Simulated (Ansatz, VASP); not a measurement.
## Two plane-wave programs on Sb2Pt

```xyz
12
Lattice="6.4423 0.0000 0.0000 0.0000 6.4423 0.0000 0.0000 0.0000 6.4423" Properties=species:S:1:pos:R:3 pbc="T T T"
Sb    2.4178    2.4178    2.4178
Sb    0.8034    4.0245    5.6389
Sb    5.6389    0.8034    4.0245
Sb    4.0245    5.6389    0.8034
Sb    4.0245    4.0245    4.0245
Sb    5.6389    2.4178    0.8034
Sb    0.8034    5.6389    2.4178
Sb    2.4178    0.8034    5.6389
Pt    0.0000    0.0000    0.0000
Pt    3.2212    0.0000    3.2212
Pt    3.2212    3.2212    0.0000
Pt    0.0000    3.2212    3.2212
```

Alike in both runs: task relaxation of cell and atoms; functional LDA; k mesh 5 × 5 × 5; occupations fermi-dirac, width 0.1 eV; no spin polarisation.

```csv
,VASP,Ansatz
version,VASP 6.6.1,Ansatz 0.2.0
potentials or method,"VASP PAW LDA potentials, release 64 (Sb, Pt), cutoff 600 eV",PAW plane waves
valence electrons in the cell,80,192
```

Ansatz gave:

```
gap on the k mesh at the Fermi level, each at its own relaxed structure (eV) : none
relaxed volume (Å³/atom)                                                     : 22.07
relaxed length of the cell vector where the two differ most in proportion (Å)              : 6.422
```

Task: Estimate VASP's values.

Result: gap on the k mesh at the Fermi level, each at its own relaxed structure (eV): none; relaxed volume (Å³/atom): 22.12; relaxed length of the cell vector where the two differ most in proportion (Å): 6.426.

Ansatz warns that its potentials were made for another functional, while VASP's fit it. LDA's correlation is that of Perdew and Zunger in VASP and of Perdew and Wang (1992) in Ansatz. A gap of «none» marks a metal or a gap that the smearing closes. VASP's potentials hold 80 valence electrons a cell and Ansatz's 192, so a difference there can come from the potentials and not from the codes.

Neither program's run includes spin-orbit coupling.
